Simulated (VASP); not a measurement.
# BaTe (Fm-3m) in VASP: further runs

The runs below take BaTe through single point, with r2SCAN.

Program: VASP 6.6.1. These are calculated values, not measurements. Logs are shortened: lines on timing, memory, paths and dates and some standing lists are left out, and cuts for length are marked.

## 1. The cell of the first run

The structure is cubic, space group Fm-3m (No. 225). The conventional cell has a = 6.820 Å, b = 6.820 Å, c = 6.820 Å, α = 90.00°, β = 90.00°, γ = 90.00°. Within 4.5 Å of Ba (site symmetry m-3m) lie 6 Te at 3.41 Å. Within 4.5 Å of Te (site symmetry m-3m) lie 6 Ba at 3.41 Å.

## 2. Single point, r2SCAN

The input, POSCAR:

```
BaTe
1.0
    0.0000000000      3.4100000000      3.4100000000
    3.4100000000      0.0000000000      3.4100000000
    3.4100000000      3.4100000000      0.0000000000
Ba Te
1 1
Direct
    0.0000000000      0.0000000000      0.0000000000
    0.5000000000      0.5000000000      0.5000000000
```

The input, INCAR.step1:

```
PREC = Accurate ; ENCUT = 550
ISMEAR = 0 ; SIGMA = 0.01
LREAL = False ; LASPH = True
NELM = 120 ; NBANDS = 15
GGA = PE ; ALGO = Normal
EDIFF = 1E-5 ; LWAVE = True
LCHARG = False ; GGA_COMPAT = False
```

The input, INCAR.step2:

```
PREC = Accurate ; ENCUT = 550
EDIFF = 1E-6 ; ISMEAR = 0
SIGMA = 0.01 ; LREAL = False
LASPH = True ; NELM = 120
ALGO = Normal ; ISIF = 2
LWAVE = False ; LCHARG = False
METAGGA = R2SCAN ; LMIXTAU = True
NBANDS = 15 ; ISTART = 1
GGA_COMPAT = False
```

The input, KPOINTS:

```
regular mesh
0
Gamma
  4 4 4
```

Potentials or basis: VASP PAW PBE potentials, release 64 (Ba_sv, Te).

Launch:

```console
> cat potpaw_PBE.64/Ba_sv/POTCAR potpaw_PBE.64/Te/POTCAR > POTCAR
> cp INCAR.step1 INCAR
> mpirun -np 1 vasp_std > vasp.out
> cp INCAR.step2 INCAR
> mpirun -np 1 vasp_std > vasp.out
```

OUTCAR:

```text
PREC = Accurate
   ENCUT = 550
   EDIFF = 1E-6
   ISMEAR = 0
   LREAL = False
   LASPH = True
   NELM = 120
   ISIF = 2
   METAGGA = R2SCAN
   ISTART = 1

 ion  position               nearest neighbor table
   1  0.000  0.000  0.000-   2 3.41   2 3.41   2 3.41   2 3.41   2 3.41   2 3.41
   2  0.500  0.500  0.500-   1 3.41   1 3.41   1 3.41   1 3.41   1 3.41   1 3.41

  LATTYP: Found a face centered cubic cell.
 ALAT       =     6.8200000000

  Lattice vectors:

 A1 = (   0.0000000000,   3.4100000000,   3.4100000000)
 A2 = (   3.4100000000,   0.0000000000,   3.4100000000)
 A3 = (   3.4100000000,   3.4100000000,   0.0000000000)

Analysis of symmetry for initial positions (statically):
=====================================================================
 Subroutine PRICEL returns:
 Original cell was already a primitive cell.

 Routine SETGRP: Setting up the symmetry group for a
 face centered cubic supercell.

 Subroutine GETGRP returns: Found 48 space group operations
 (whereof 48 operations were pure point group operations)
 out of a pool of 48 trial point group operations.

The static configuration has the point symmetry O_h .

Analysis of symmetry for dynamics (positions and initial velocities):
=====================================================================
 Subroutine PRICEL returns:
 Original cell was already a primitive cell.

 Routine SETGRP: Setting up the symmetry group for a
 face centered cubic supercell.

 Subroutine GETGRP returns: Found 48 space group operations
 (whereof 48 operations were pure point group operations)
 out of a pool of 48 trial point group operations.

The dynamic configuration has the point symmetry O_h .

 Subroutine INISYM returns: Found 48 space group operations
 (whereof 48 operations are pure point group operations),
 and found     1 'primitive' translations

----------------------------------------------------------------------------------------

                                     Primitive cell

  volume of cell :      79.3036

  direct lattice vectors                    reciprocal lattice vectors
     0.000000000  3.410000000  3.410000000    -0.146627566  0.146627566  0.146627566
     3.410000000  0.000000000  3.410000000     0.146627566 -0.146627566  0.146627566
     3.410000000  3.410000000  0.000000000     0.146627566  0.146627566 -0.146627566

  length of vectors
     4.822468248  4.822468248  4.822468248     0.253966394  0.253966394  0.253966394

  position of ions in fractional coordinates (direct lattice)
     0.000000000  0.000000000  0.000000000
     0.500000000  0.500000000  0.500000000

  ion indices of the primitive-cell ions
   primitive index   ion index
                 1           1
                 2           2

----------------------------------------------------------------------------------------

 KPOINTS: regular mesh

Automatic generation of k-mesh.
 Grid dimensions read from file:
 generate k-points for:    4    4    4

 Generating k-lattice:

  Cartesian coordinates                     Fractional coordinates (reciprocal lattice)
    -0.036656891  0.036656891  0.036656891     0.250000000  0.000000000  0.000000000
     0.036656891 -0.036656891  0.036656891     0.000000000  0.250000000  0.000000000
     0.036656891  0.036656891 -0.036656891     0.000000000  0.000000000  0.250000000

  Length of vectors
     0.063491599  0.063491599  0.063491599

  Shift w.r.t. Gamma in fractional coordinates (k-lattice)
     0.000000000  0.000000000  0.000000000

 Subroutine IBZKPT returns following result:
 ===========================================

 Found      8 irreducible k-points:

 Following reciprocal coordinates:
            Coordinates               Weight
  0.000000  0.000000  0.000000      1.000000
  0.250000  0.000000  0.000000      8.000000
  0.500000  0.000000  0.000000      4.000000
  0.250000  0.250000  0.000000      6.000000
  0.500000  0.250000  0.000000     24.000000
 -0.250000  0.250000  0.000000     12.000000
  0.500000  0.500000  0.000000      3.000000
 -0.250000  0.500000  0.250000      6.000000
   k-points           NKPTS =      8   k-points in BZ     NKDIM =      8   number of bands    NBANDS=     15
   number of dos      NEDOS =    301   number of ions     NIONS =      2
   total plane-waves  NPLWV =  64000
   dimension x,y,z NGX =    40 NGY =   40 NGZ =   40
   dimension x,y,z NGXF=    80 NGYF=   80 NGZF=   80
   ions per type =               1   1
   NGX,Y,Z   is equivalent  to a cutoff of  13.79, 13.79, 13.79 a.u.
   NGXF,Y,Z  is equivalent  to a cutoff of  27.58, 27.58, 27.58 a.u.
 SYSTEM =  unknown system
   PREC   = accura    normal or accurate (medium, high low for compatibility)
   ISTART =      1    job   : 0-new  1-cont  2-samecut
   ICHARG =      0    charge: 1-file 2-atom 10-const
   ISPIN  =      1    spin polarized calculation?
   LNONCOLLINEAR =      F non collinear calculations
   LSORBIT =      F    spin-orbit coupling
   LASPH  =      T    aspherical Exc in radial PAW
   ENCUT  =  550.0 eV  40.42 Ry    6.36 a.u.   9.22  9.22  9.22*2*pi/ulx,y,z
   NELM   =    120;   NELMIN=  2; NELMDL=  0     # of ELM steps
   EDIFF  = 0.1E-05   stopping-criterion for ELM
   LREAL  =      F    real-space projection
[... 7 lines left out ...]
   TEBEG  =    0.0;   TEEND  =   0.0 temperature during run
   PSTRESS=    0.0 pullay stress
   NELECT =      16.0000    total number of electrons
   NUPDOWN=      -1.0000    fix difference up-down
   EMIN   =  10.00;   EMAX   =-10.00  energy-range for DOS
   EFERMI =   0.00;   METHOD = LEGACY
   ISMEAR =     0;   SIGMA  =   0.01  broadening in eV -4-tet -1-fermi 0-gaus
   EFERMI_NEDOS =   21; number of points for ismear=-14 and -15
   IALGO  =     38    algorithm
   IMIX   =      4    mixing-type and parameters
     AMIX     =   0.40;   BMIX     =  1.00
     AMIX_MAG =   1.60;   BMIX_MAG =  1.00
  volume/ion in A,a.u.               =      39.65       267.58
  Fermi-wavevector in a.u.,A,eV,Ry     =   0.960175  1.814468 12.543704  0.921936
  Thomas-Fermi vector in A             =   2.089436
   LORBIT       =      0    0 simple, 1 ext, 2 COOP (PROOUT), +10 PAW based schemes
   METAGGA = R2SCAN    functional components
   LHFCALC =     F    Hartree Fock is set to
   AEXX    =    0.0000 exact exchange contribution
   IVDW    =     0    specifies the selected vdW correction
   LEPSILON=     F    determine dielectric tensor
   LRPA    =     F    only Hartree local field effects (RPA)
 non-spin polarized calculation
 Gauss-broadening in eV      SIGMA  =   0.01
  energy-cutoff  :      550.00
  volume of cell :       79.30
 maximum number of plane-waves:      2346
 NGX is ok and might be reduce to    40
   NGX = 19   NGY = 19   NGZ = 19

 number of electron      16.0000000 magnetization

 Free energy of the ion-electron system (eV)
  ---------------------------------------------------
  ext. energy  EPLUGINS =         0.00000000
  ---------------------------------------------------
  free energy    TOTEN  =       -55.89658143 eV

  energy without entropy =      -55.89658143  energy(sigma->0) =      -55.89658143

 E-fermi :   2.6407     XC(G=0):  -8.9637

 val. band max:        2.5955253233   @ k =   0.0000   0.0000   0.0000
 cond. band min:       4.2729197089   @ k =   0.5000   0.5000   0.0000
 fundamental gap:      1.6773943855
 Fermi energy:         2.6406543095

 k-point     1 :       0.0000    0.0000    0.0000
  band No.  band energies     occupation
      1     -25.0298      2.00000
      2      -9.7799      2.00000
      3      -9.7798      2.00000
      4      -9.7798      2.00000
      5      -7.4075      2.00000
      6       2.5955      2.00000
      7       2.5955      2.00000
      8       2.5955      2.00000
      9       5.8669      0.00000
     10       5.8669      0.00000
     11       5.8669      0.00000
     12       6.5321      0.00000
     13       6.6339      0.00000
     14       6.6339      0.00000
     15      10.1071      0.00000

 k-point     2 :       0.2500    0.0000    0.0000
  band No.  band energies     occupation
      1     -25.0189      2.00000
      2     -10.1355      2.00000
      3      -9.7854      2.00000
      4      -9.7854      2.00000
      5      -6.8619      2.00000
      6       1.1349      2.00000
      7       1.8222      2.00000
      8       1.8222      2.00000
      9       6.1492      0.00000
     10       6.6830      0.00000
     11       6.6830      0.00000
     12       8.4026      0.00000
     13       8.4026      0.00000
     14       8.4623      0.00000
     15      11.7537      0.00000

 k-point     3 :       0.5000    0.0000    0.0000
  band No.  band energies     occupation
      1     -25.0080      2.00000
      2     -10.4077      2.00000
      3      -9.7908      2.00000
      4      -9.7908      2.00000
      5      -6.3695      2.00000
      6       0.1458      2.00000
      7       1.2970      2.00000
      8       1.2970      2.00000
      9       7.3500      0.00000
     10       8.0486      0.00000
     11       8.1609      0.00000
     12       8.1609      0.00000
     13      10.2631      0.00000
     14      10.2631      0.00000
     15      11.2108      0.00000

 k-point     4 :       0.2500    0.2500    0.0000
  band No.  band energies     occupation
      1     -25.0153      2.00000
      2     -10.0535      2.00000
      3      -9.8379      2.00000
      4      -9.8379      2.00000
      5      -6.9658      2.00000
      6       0.9257      2.00000
      7       2.2679      2.00000
      8       2.2679      2.00000
      9       4.8942      0.00000
     10       7.0758      0.00000
     11       7.2735      0.00000
     12       7.7508      0.00000
     13       7.7508      0.00000
     14      10.8862      0.00000
     15      12.4007      0.00000

 k-point     5 :       0.5000    0.2500    0.0000
  band No.  band energies     occupation
      1     -25.0045      2.00000
      2     -10.2087      2.00000
      3      -9.8996      2.00000
      4      -9.8443      2.00000
      5      -6.7578      2.00000
      6       0.8753      2.00000
      7       1.4997      2.00000
      8       1.7143      2.00000
      9       5.5956      0.00000
     10       8.3015      0.00000
     11       8.5317      0.00000
     12       8.8354      0.00000
     13       8.9257      0.00000
     14       9.9899      0.00000
     15      10.9617      0.00000

 k-point     6 :      -0.2500    0.2500    0.0000
  band No.  band energies     occupation
      1     -25.0080      2.00000
      2     -10.2337      2.00000
      3      -9.9111      2.00000
      4      -9.7919      2.00000
      5      -6.6296      2.00000
      6       0.5739      2.00000
      7       1.3816      2.00000
      8       1.7678      2.00000
      9       6.8788      0.00000
     10       7.1666      0.00000
     11       7.6127      0.00000
     12       8.0332      0.00000
     13       9.1465      0.00000
     14      11.1674      0.00000
     15      11.9696      0.00000

 k-point     7 :       0.5000    0.5000    0.0000
  band No.  band energies     occupation
      1     -25.0009      2.00000
      2     -10.0714      2.00000
      3      -9.8965      2.00000
      4      -9.8965      2.00000
      5      -7.1724      2.00000
      6       1.4346      2.00000
      7       2.2122      2.00000
      8       2.2122      2.00000
      9       4.2729      0.00000
     10       7.6471      0.00000
     11       8.3263      0.00000
     12       9.1238      0.00000
     13       9.1238      0.00000
     14       9.1962      0.00000
     15      11.4515      0.00000

 k-point     8 :      -0.2500    0.5000    0.2500
  band No.  band energies     occupation
      1     -25.0009      2.00000
      2     -10.0143      2.00000
      3      -9.9844      2.00000
      4      -9.9844      2.00000
      5      -6.8583      2.00000
      6       1.1680      2.00000
      7       1.6097      2.00000
      8       1.6097      2.00000
      9       6.5357      0.00000
     10       6.5357      0.00000
     11       8.2572      0.00000
     12       8.6534      0.00000
     13       9.1408      0.00000
     14      12.0251      0.00000
     15      12.1552      0.00000

------------------------ aborting loop because EDIFF is reached ----------------------------------------

  FORCE on cell =-STRESS in cart. coord.  units (eV):
  Direction    XX          YY          ZZ          XY          YZ          ZX
  --------------------------------------------------------------------------------------
  -------------------------------------------------------------------------------------
  Total        2.2688590      2.2688590      2.2688590      0.0000000      0.0000000     -0.0000000
  in kB       45.8379253     45.8379253     45.8379253      0.0000000      0.0000000     -0.0000000
  external PRESSURE =      45.8379253 kB  Pullay stress =       0.0000000 kB

 VOLUME and BASIS-vectors are now :
 -----------------------------------------------------------------------------
  energy-cutoff  :      550.00
  volume of cell :       79.30
      direct lattice vectors                 reciprocal lattice vectors
     0.000000000  3.410000000  3.410000000    -0.146627566  0.146627566  0.146627566
     3.410000000  0.000000000  3.410000000     0.146627566 -0.146627566  0.146627566
     3.410000000  3.410000000  0.000000000     0.146627566  0.146627566 -0.146627566

 POSITION                                       TOTAL-FORCE (eV/Angst)
 -----------------------------------------------------------------------------------
      0.00000      0.00000      0.00000        -0.000000      0.000000      0.000000
      3.41000      3.41000      3.41000         0.000000     -0.000000     -0.000000
 -----------------------------------------------------------------------------------
    total drift:                                0.000000     -0.000000     -0.000000

  FREE ENERGIE OF THE ION-ELECTRON SYSTEM (eV)
  ---------------------------------------------------
  free  energy   TOTEN  =       -55.8965814316 eV

  energy  without entropy=      -55.8965814316  energy(sigma->0) =      -55.89658143
```

Run time: 43 s. Hardware: 1 thread of Intel Xeon Platinum 8488C (Sapphire Rapids), shared host; peak memory 0.25 GiB.

What came out:

| Quantity | Value |
| --- | --- |
| Free energy | -55.8966 eV |
| Pressure | 4.6 GPa |
| Band gap on the k mesh | 1.68 eV (least direct gap 2.06 eV) |

Levels at points of the mesh, in eV from the valence-band top:
```csv
k point,band 5,band 6,band 7,band 8,band 9,band 10,band 11,band 12
"(0.00, 0.00, 0.00)",-10.00,0.00,0.00,0.00,3.27,3.27,3.27,3.94
"(0.50, 0.00, 0.00)",-8.96,-2.45,-1.30,-1.30,4.75,5.45,5.57,5.57
"(0.50, 0.50, 0.00)",-9.77,-1.16,-0.38,-0.38,1.68,5.05,5.73,6.53
```

Caveat: the cell stands under pressure; the PAW data sets were made with another functional, which shifts forces and pressure a little; spin-orbit coupling is left out, which moves the levels of the heavy elements.

## 3. Single point, r2SCAN

POSCAR is that of step 2.

The input, INCAR.step1:

```
SYSTEM = BaTe
PREC = Accurate ; ENCUT = 550
ISMEAR = 0 ; SIGMA = 0.01
LREAL = .False. ; LASPH = .True.
NELM = 120 ; NBANDS = 15
GGA = PE ; ALGO = Normal
EDIFF = 1E-5 ; LWAVE = .True.
LCHARG = .False. ; GGA_COMPAT = .False.
```

The input, INCAR.step2:

```
SYSTEM = BaTe
PREC = Accurate ; ENCUT = 550
EDIFF = 1E-6 ; ISMEAR = 0
SIGMA = 0.01 ; LREAL = .False.
LASPH = .True. ; NELM = 120
ALGO = Normal ; ISIF = 2
LWAVE = .False. ; LCHARG = .True.
METAGGA = R2SCAN ; LMIXTAU = .True.
LELF = .True. ; LVHAR = .True.
NBANDS = 15 ; ISTART = 1
GGA_COMPAT = .False.
```

The input, KPOINTS:

```
Automatic mesh
0
Gamma
  5 5 5
  0 0 0
```

Potentials or basis: VASP PAW PBE potentials, release 64 (Ba_sv, Te).

Launch:

```console
> cat potpaw_PBE.64/Ba_sv/POTCAR potpaw_PBE.64/Te/POTCAR > POTCAR
> cp INCAR.step1 INCAR
> mpirun -np 1 vasp_std > vasp.out
> cp INCAR.step2 INCAR
> mpirun -np 1 vasp_std > vasp.out
```

It took 72 s on 1 thread of Intel Xeon Platinum 8488C (Sapphire Rapids), shared host; peak memory 0.25 GiB.

The run converged. Its results:

```yaml
Free_energy: -55.9044 eV
Pressure: 4.5 GPa
Band_gap_on_the_k_mesh: 1.79 eV (least direct gap 2.17 eV)
```

Levels at points of the mesh, in eV from the valence-band top:
```tsv
k point	band 5	band 6	band 7	band 8	band 9	band 10	band 11	band 12
(0.00, 0.00, 0.00)	-10.00	0.00	0.00	0.00	3.28	3.28	3.28	3.94
```

Caveat: the cell stands under pressure; the PAW data sets were made with another functional, which shifts forces and pressure a little; spin-orbit coupling is left out, which moves the levels of the heavy elements; an odd mesh through Γ misses points on the zone boundary, where band edges can lie.

## 4. Single point, r2SCAN

POSCAR is that of step 3.

The input, INCAR.step1:

```
SYSTEM = BaTe
PREC     = Accurate       ! precision mode
ENCUT    = 550            ! plane-wave cutoff, eV
ISMEAR   = 0              ! smearing method
SIGMA    = 0.01           ! smearing width, eV
LREAL    = .False.        ! projectors in reciprocal space
LASPH    = .True.         ! aspherical terms in the spheres
NELM     = 120            ! most SCF steps
NBANDS   = 15             ! bands
GGA      = PE             ! functional
ALGO     = Normal         ! electronic algorithm
EDIFF    = 1E-5           ! SCF threshold, eV
LWAVE    = .True.         ! write WAVECAR
LCHARG   = .False.        ! write CHGCAR
GGA_COMPAT= .False.
```

The input, INCAR.step2:

```
SYSTEM = BaTe
PREC     = Accurate       ! precision mode
ENCUT    = 550            ! plane-wave cutoff, eV
EDIFF    = 1E-6           ! SCF threshold, eV
ISMEAR   = 0              ! smearing method
SIGMA    = 0.01           ! smearing width, eV
LREAL    = .False.        ! projectors in reciprocal space
LASPH    = .True.         ! aspherical terms in the spheres
NELM     = 120            ! most SCF steps
ALGO     = Normal         ! electronic algorithm
ISIF     = 2              ! what is computed and relaxed
LWAVE    = .False.        ! write WAVECAR
LCHARG   = .False.        ! write CHGCAR
METAGGA  = R2SCAN         ! meta-GGA
LMIXTAU  = .True.       
NBANDS   = 15             ! bands
ISTART   = 1            
GGA_COMPAT= .False.
```

The input, KPOINTS:

```
regular mesh
0
Gamma
  6 6 6
  0 0 0
```

Launch:

```console
> cat potpaw_PBE.64/Ba_sv/POTCAR potpaw_PBE.64/Te/POTCAR > POTCAR
> cp INCAR.step1 INCAR
> mpirun -np 1 vasp_std > vasp.out
> cp INCAR.step2 INCAR
> mpirun -np 1 vasp_std > vasp.out
```

Run time: 91 s. Hardware: 1 thread of Intel Xeon Platinum 8488C (Sapphire Rapids), shared host; peak memory 0.26 GiB.

It converged, with:

```
Free energy            : -55.9061 eV
Pressure               : 4.5 GPa
Band gap on the k mesh : 1.68 eV (least direct gap 2.07 eV)
```

Levels at points of the mesh, in eV from the valence-band top:
| k point | band 5 | band 6 | band 7 | band 8 | band 9 | band 10 | band 11 | band 12 |
| --- | --- | --- | --- | --- | --- | --- | --- | --- |
| (0.00, 0.00, 0.00) | -10.00 | 0.00 | 0.00 | 0.00 | 3.28 | 3.28 | 3.28 | 3.94 |
| (0.50, 0.00, 0.00) | -8.97 | -2.45 | -1.30 | -1.30 | 4.76 | 5.46 | 5.57 | 5.57 |
| (0.50, 0.50, 0.00) | -9.77 | -1.16 | -0.38 | -0.38 | 1.68 | 5.06 | 5.74 | 6.54 |

Caveat: the cell stands under pressure; the PAW data sets were made with another functional, which shifts forces and pressure a little; spin-orbit coupling is left out, which moves the levels of the heavy elements.

(Continued in part 2 of 2.)
